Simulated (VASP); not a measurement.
# HfPb3 (Pm-3m) in VASP: single point with PBEsol

Aim: the single point of HfPb3 with PBEsol.

Program: VASP 6.6.1. These are calculated values, not measurements. Logs are shortened: lines on timing, memory, paths and dates and some standing lists are left out, and cuts for length are marked.

## 1. The cell of the first run

It takes space group Pm-3m (No. 221, cubic). Conventional cell: a = 4.704 Å, b = 4.704 Å, c = 4.704 Å, α = 90.00°, β = 90.00°, γ = 90.00°. Within 4.4 Å of Hf (site symmetry m-3m) lie 12 Pb at 3.33 Å. Pb (site symmetry 4/mmm) has 4 Hf at 3.33 Å and 8 Pb at 3.33 Å within 4.4 Å.

## 2. Single point, PBEsol

POSCAR reads:

```
HfPb3
1.0
    4.7042639545      0.0000000000      0.0000000000
    0.0000000000      4.7042639545      0.0000000000
    0.0000000000      0.0000000000      4.7042639545
Hf Pb
1 3
Direct
    0.0000000000      0.0000000000      0.0000000000
    0.0000000000      0.5000000000      0.5000000000
    0.5000000000      0.5000000000      0.0000000000
    0.5000000000      0.0000000000      0.5000000000
```

INCAR.step1 reads:

```
  ALGO = Fast
  EDIFF = 1E-6
  ENCUT = 520
  GGA = PS
  ISIF = 2
  ISMEAR = 0
  LASPH = True
  LCHARG = True
  LMAXMIX = 4
  LREAL = False
  LWAVE = False
  NBANDS = 34
  NELM = 60
  PREC = Accurate
  SIGMA = 0.05
```

KPOINTS.step1 reads:

```
k-points
0
Gamma
  8 8 8
```

INCAR.step2 reads:

```
  ALGO = Fast
  EDIFF = 1E-6
  ENCUT = 520
  GGA = PS
  ICHARG = 11
  ISIF = 2
  ISMEAR = -5
  LASPH = True
  LCHARG = False
  LMAXMIX = 4
  LORBIT = 11
  LREAL = False
  LWAVE = False
  NEDOS = 1001
  NELM = 60
  PREC = Accurate
  SIGMA = 0.05
```

KPOINTS.step2 reads:

```
k-points
0
Gamma
  12 12 12
```

Potentials or basis: VASP PAW PBE potentials, release 64 (Hf_pv, Pb_d).

Run with:

```
> cat potpaw_PBE.64/Hf_pv/POTCAR potpaw_PBE.64/Pb_d/POTCAR > POTCAR
> cp INCAR.step1 INCAR
> cp KPOINTS.step1 KPOINTS
> mpirun -np 1 vasp_std > vasp.out
> cp INCAR.step2 INCAR
> cp KPOINTS.step2 KPOINTS
> mpirun -np 1 vasp_std > vasp.out
```

OUTCAR:

```text
EDIFF = 1E-6
   ENCUT = 520
   GGA = PS
   ICHARG = 11
   ISIF = 2
   ISMEAR = -5
   LASPH = True
   LORBIT = 11
   LREAL = False
   NELM = 60
   PREC = Accurate

 ion  position               nearest neighbor table
   1  0.000  0.000  0.000-   2 3.33   3 3.33   4 3.33   2 3.33   4 3.33   2 3.33   3 3.33   2 3.33
                             3 3.33   4 3.33   4 3.33   3 3.33
   2  0.000  0.500  0.500-   1 3.33   3 3.33   4 3.33   1 3.33   3 3.33   1 3.33   4 3.33   1 3.33
                             3 3.33   4 3.33   3 3.33   4 3.33
   3  0.500  0.500  0.000-   1 3.33   2 3.33   4 3.33   2 3.33   4 3.33   1 3.33   4 3.33   4 3.33
                             1 3.33   2 3.33   2 3.33   1 3.33
   4  0.500  0.000  0.500-   1 3.33   2 3.33   3 3.33   1 3.33   3 3.33   2 3.33   3 3.33   3 3.33
                             1 3.33   2 3.33   1 3.33   2 3.33

  LATTYP: Found a simple cubic cell.
 ALAT       =     4.7042639545

  Lattice vectors:

 A1 = (   4.7042639545,   0.0000000000,   0.0000000000)
 A2 = (   0.0000000000,   4.7042639545,   0.0000000000)
 A3 = (   0.0000000000,   0.0000000000,   4.7042639545)

Analysis of symmetry for initial positions (statically):
=====================================================================
 Subroutine PRICEL returns:
 Original cell was already a primitive cell.

 Routine SETGRP: Setting up the symmetry group for a
 simple cubic supercell.

 Subroutine GETGRP returns: Found 48 space group operations
 (whereof 48 operations were pure point group operations)
 out of a pool of 48 trial point group operations.

The static configuration has the point symmetry O_h .

Analysis of symmetry for dynamics (positions and initial velocities):
=====================================================================
 Subroutine PRICEL returns:
 Original cell was already a primitive cell.

 Routine SETGRP: Setting up the symmetry group for a
 simple cubic supercell.

 Subroutine GETGRP returns: Found 48 space group operations
 (whereof 48 operations were pure point group operations)
 out of a pool of 48 trial point group operations.

The dynamic configuration has the point symmetry O_h .

 Subroutine INISYM returns: Found 48 space group operations
 (whereof 48 operations are pure point group operations),
 and found     1 'primitive' translations

----------------------------------------------------------------------------------------

                                     Primitive cell

  volume of cell :     104.1058

  direct lattice vectors                    reciprocal lattice vectors
     4.704263955  0.000000000  0.000000000     0.212573106  0.000000000  0.000000000
     0.000000000  4.704263955  0.000000000     0.000000000  0.212573106  0.000000000
     0.000000000  0.000000000  4.704263955     0.000000000  0.000000000  0.212573106

  length of vectors
     4.704263955  4.704263955  4.704263955     0.212573106  0.212573106  0.212573106

  position of ions in fractional coordinates (direct lattice)
     0.000000000  0.000000000  0.000000000
     0.000000000  0.500000000  0.500000000
     0.500000000  0.500000000  0.000000000
     0.500000000  0.000000000  0.500000000

  ion indices of the primitive-cell ions
   primitive index   ion index
                 1           1
                 2           2
                 3           3
                 4           4

----------------------------------------------------------------------------------------

 KPOINTS: k-points

Automatic generation of k-mesh.
 Grid dimensions read from file:
 generate k-points for:   12   12   12

 Generating k-lattice:

  Cartesian coordinates                     Fractional coordinates (reciprocal lattice)
     0.017714425  0.000000000  0.000000000     0.083333333  0.000000000  0.000000000
     0.000000000  0.017714425  0.000000000     0.000000000  0.083333333  0.000000000
     0.000000000  0.000000000  0.017714425     0.000000000  0.000000000  0.083333333

  Length of vectors
     0.017714425  0.017714425  0.017714425

  Shift w.r.t. Gamma in fractional coordinates (k-lattice)
     0.000000000  0.000000000  0.000000000

 TETIRR: Found    854 inequivalent tetrahedra from    10368

 Subroutine IBZKPT returns following result:
 ===========================================

 Found     84 irreducible k-points:

 Following reciprocal coordinates:
            Coordinates               Weight
  0.000000  0.000000  0.000000      1.000000
  0.083333  0.000000  0.000000      6.000000
  0.166667  0.000000  0.000000      6.000000
  0.250000  0.000000  0.000000      6.000000
  0.333333  0.000000  0.000000      6.000000
  0.416667  0.000000  0.000000      6.000000
[... 16 lines left out ...]
  0.333333  0.333333  0.000000     12.000000
  0.416667  0.333333  0.000000     24.000000
 [... further k-points ...]
   k-points           NKPTS =     84   k-points in BZ     NKDIM =     84   number of bands    NBANDS=     31
   number of dos      NEDOS =   1001   number of ions     NIONS =      4
   total plane-waves  NPLWV =  46656
   dimension x,y,z NGX =    36 NGY =   36 NGZ =   36
   dimension x,y,z NGXF=    72 NGYF=   72 NGZF=   72
   ions per type =               1   3
   NGX,Y,Z   is equivalent  to a cutoff of  12.72, 12.72, 12.72 a.u.
   NGXF,Y,Z  is equivalent  to a cutoff of  25.44, 25.44, 25.44 a.u.
 SYSTEM =  unknown system
   PREC   = accura    normal or accurate (medium, high low for compatibility)
   ISTART =      0    job   : 0-new  1-cont  2-samecut
   ICHARG =     11    charge: 1-file 2-atom 10-const
   ISPIN  =      1    spin polarized calculation?
   LNONCOLLINEAR =      F non collinear calculations
   LSORBIT =      F    spin-orbit coupling
   LASPH  =      T    aspherical Exc in radial PAW
   ENCUT  =  520.0 eV  38.22 Ry    6.18 a.u.   8.75  8.75  8.75*2*pi/ulx,y,z
   NELM   =     60;   NELMIN=  2; NELMDL=  0     # of ELM steps
   EDIFF  = 0.1E-05   stopping-criterion for ELM
   LREAL  =      F    real-space projection
   EDIFFG = 0.1E-04   stopping-criterion for IOM
   NSW    =      0    number of steps for IOM
   IBRION =     -1    ionic relax: 0-MD 1-quasi-New 2-CG
   NFREE  =      0    steps in history (QN), initial steepest desc. (CG)
   ISIF   =      2    stress and relaxation
   ISYM   =      2    0-nonsym 1-usesym 2-fastsym
   POTIM  = 0.5000    time-step for ionic-motion
   TEBEG  =    0.0;   TEEND  =   0.0 temperature during run
   PSTRESS=    0.0 pullay stress
   NELECT =      52.0000    total number of electrons
   NUPDOWN=      -1.0000    fix difference up-down
   EMIN   =  10.00;   EMAX   =-10.00  energy-range for DOS
   EFERMI =   0.00;   METHOD = LEGACY
   ISMEAR =    -5;   SIGMA  =   0.05  broadening in eV -4-tet -1-fermi 0-gaus
   EFERMI_NEDOS =   21; number of points for ismear=-14 and -15
   IALGO  =     68    algorithm
   IMIX   =      4    mixing-type and parameters
     AMIX     =   0.40;   BMIX     =  1.00
     AMIX_MAG =   1.60;   BMIX_MAG =  1.00
  volume/ion in A,a.u.               =      26.03       175.64
  Fermi-wavevector in a.u.,A,eV,Ry     =   1.298926  2.454613 22.955853  1.687208
  Thomas-Fermi vector in A             =   2.430222
   LORBIT       =     11    0 simple, 1 ext, 2 COOP (PROOUT), +10 PAW based schemes
   GGA     = PS    functional components
   LHFCALC =     F    Hartree Fock is set to
   AEXX    =    0.0000 exact exchange contribution
   IVDW    =     0    specifies the selected vdW correction
   LEPSILON=     F    determine dielectric tensor
   LRPA    =     F    only Hartree local field effects (RPA)
 non-spin polarized calculation
 RMM-DIIS sequential band-by-band and
 Fermi weights with tetrahedron method with Bloechl corrections
  energy-cutoff  :      520.00
  volume of cell :      104.11
 maximum number of plane-waves:      2832
 NGX is ok and might be reduce to    36

 number of electron      51.9999979 magnetization

 Free energy of the ion-electron system (eV)
  ---------------------------------------------------
  ext. energy  EPLUGINS =         0.00000000
  ---------------------------------------------------
  free energy    TOTEN  =       -21.57467073 eV

  energy without entropy =      -21.57467073  energy(sigma->0) =      -21.57467073

 E-fermi :   7.9251     XC(G=0): -11.0044

 val. band max:        8.0616410443   @ k =   0.5000   0.5000   0.0000
 cond. band min:       7.8606006708   @ k =   0.3333   0.1667   0.0000
 fundamental gap:     -0.2010403735
 Fermi energy:         7.9250884505

 k-point     1 :       0.0000    0.0000    0.0000
  band No.  band energies     occupation
      1     -24.1469      2.00000
      2     -24.1469      2.00000
      3     -24.1469      2.00000
      4      -9.4101      2.00000
      5      -9.4037      2.00000
      6      -9.4037      2.00000
[... 23 lines left out ...]
     30       8.7143      0.00000
     31      10.0661      0.00000

 k-point     2 :       0.0833    0.0000    0.0000
  band No.  band energies     occupation
      1     -24.1473      2.00000
      2     -24.1469      2.00000
      3     -24.1469      2.00000
      4      -9.4027      2.00000
      5      -9.4019      2.00000
      6      -9.3941      2.00000
[... 23 lines left out ...]
     30       8.7581      0.00000
     31      10.2741      0.00000

 k-point     3 :       0.1667    0.0000    0.0000
  band No.  band energies     occupation
      1     -24.1485      2.00000
      2     -24.1470      2.00000
      3     -24.1470      2.00000
      4      -9.3971      2.00000
      5      -9.3812      2.00000
      6      -9.3656      2.00000
[... 703 lines left out ...]
     30       9.1552      0.00000
     31      10.6567      0.00000

 k-point    24 :       0.4167    0.3333    0.0000
  band No.  band energies     occupation
      1     -24.1521      2.00000
      2     -24.1509      2.00000
      3     -24.1473      2.00000
      4      -9.2591      2.00000
      5      -9.2580      2.00000
      6      -9.1903      2.00000
[... 23 lines left out ...]
     30       9.2475      0.00000
     31      10.8330      0.00000

 [... further k-points ...]

------------------------ aborting loop because EDIFF is reached ----------------------------------------

  FORCE on cell =-STRESS in cart. coord.  units (eV):
  Direction    XX          YY          ZZ          XY          YZ          ZX
  --------------------------------------------------------------------------------------
  -------------------------------------------------------------------------------------
  Total        0.0030605      0.0030605      0.0030605     -0.0000000     -0.0000000      0.0000000
  in kB        0.0471001      0.0471001      0.0471001     -0.0000000     -0.0000000      0.0000000
  external PRESSURE =       0.0471001 kB  Pullay stress =       0.0000000 kB

 VOLUME and BASIS-vectors are now :
 -----------------------------------------------------------------------------
  energy-cutoff  :      520.00
  volume of cell :      104.11
      direct lattice vectors                 reciprocal lattice vectors
     4.704263955  0.000000000  0.000000000     0.212573106  0.000000000  0.000000000
     0.000000000  4.704263955  0.000000000     0.000000000  0.212573106  0.000000000
     0.000000000  0.000000000  4.704263955     0.000000000  0.000000000  0.212573106

 POSITION                                       TOTAL-FORCE (eV/Angst)
 -----------------------------------------------------------------------------------
      0.00000      0.00000      0.00000         0.000000      0.000000      0.000000
      0.00000      2.35213      2.35213         0.000000      0.000000      0.000000
      2.35213      2.35213      0.00000         0.000000      0.000000      0.000000
      2.35213      0.00000      2.35213         0.000000      0.000000      0.000000
 -----------------------------------------------------------------------------------
    total drift:                                0.000000      0.000000      0.000000

  FREE ENERGIE OF THE ION-ELECTRON SYSTEM (eV)
  ---------------------------------------------------
  free  energy   TOTEN  =       -21.5746707266 eV

  energy  without entropy=      -21.5746707266  energy(sigma->0) =      -21.57467073

 total charge

# of ion       s       p       d       tot
------------------------------------------
    1        0.338   6.170   1.419   7.927
    2        1.342   0.898   9.815  12.056
    3        1.342   0.898   9.815  12.056
    4        1.342   0.898   9.815  12.056
--------------------------------------------------
tot          4.365   8.865  30.865  44.095
```

It took 5.9 min on 1 thread of Oxide Virtual Turin-like, shared host; peak memory 0.33 GiB.

What came out:

```yaml
Valence_electrons_inside_the_program's_atomic_spheres: Hf 7.93; Pb 12.06
```

Levels at points of the mesh, in eV from the Fermi level:
| k point | band 22 | band 23 | band 24 | band 25 | band 26 | band 27 | band 28 | band 29 | band 30 | band 31 |
| --- | --- | --- | --- | --- | --- | --- | --- | --- | --- | --- |
| (0.00, 0.00, 0.00) | -3.27 | -3.27 | -3.27 | 0.14 | 0.56 | 0.56 | 0.56 | 0.79 | 0.79 | 2.14 |
| (0.50, 0.00, 0.00) | -2.84 | -2.84 | -2.16 | -1.67 | -0.30 | -0.30 | 0.56 | 0.83 | 1.13 | 2.03 |
| (0.50, 0.50, 0.00) | -5.42 | -1.76 | -1.76 | -1.18 | 0.14 | 0.14 | 0.34 | 0.35 | 0.77 | 1.66 |
| (0.50, 0.50, 0.50) | -5.15 | -4.03 | -4.03 | -4.03 | -1.06 | 1.21 | 1.21 | 1.78 | 1.78 | 1.78 |

Caveat: the PAW data sets were made with another functional, which shifts forces and pressure a little; spin-orbit coupling is left out, which moves the levels of the heavy elements.
